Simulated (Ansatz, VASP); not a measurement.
## One calculation of Si2W, two programs

```
Si W
1.0
    -3.30182    3.30182    2.26577
     3.30182   -3.30182    2.26577
     3.30182    3.30182   -2.26577
Si W
4 2
Direct
  0.63775 0.82113 0.18338
  0.63775 0.45437 0.81662
  0.57113 0.88775 0.68338
  0.20437 0.88775 0.31662
  0.15810 0.15810 0.00000
  0.90810 0.40810 0.50000
```

Alike in both runs: task relaxation of cell and atoms; functional PBE; k mesh 6 × 6 × 6; occupations gaussian, width 0.1 eV; no spin polarisation.

```csv
,VASP,Ansatz
version,VASP 6.6.1,Ansatz 0.2.0
potentials or method,"VASP PAW PBE potentials, release 64 (Si, W_sv), cutoff 600 eV","scalar-relativistic, plane waves, PAW"
valence electrons in the cell,44,44
```

VASP gave:

| Item | Value |
| --- | --- |
| gap on the k mesh at the Fermi level, each at its own relaxed structure (eV) | none |
| relaxed volume (Å³/atom) | 16.49 |
| relaxed length of the cell vector where the two differ most in proportion (Å) | 5.195 |

Task: Which values does Ansatz return?

Result: gap on the k mesh at the Fermi level, each at its own relaxed structure (eV): none; relaxed volume (Å³/atom): 16.50; relaxed length of the cell vector where the two differ most in proportion (Å): 5.195.

A gap of «none» marks a metal or a gap that the smearing closes.

Neither program's run includes spin-orbit coupling.
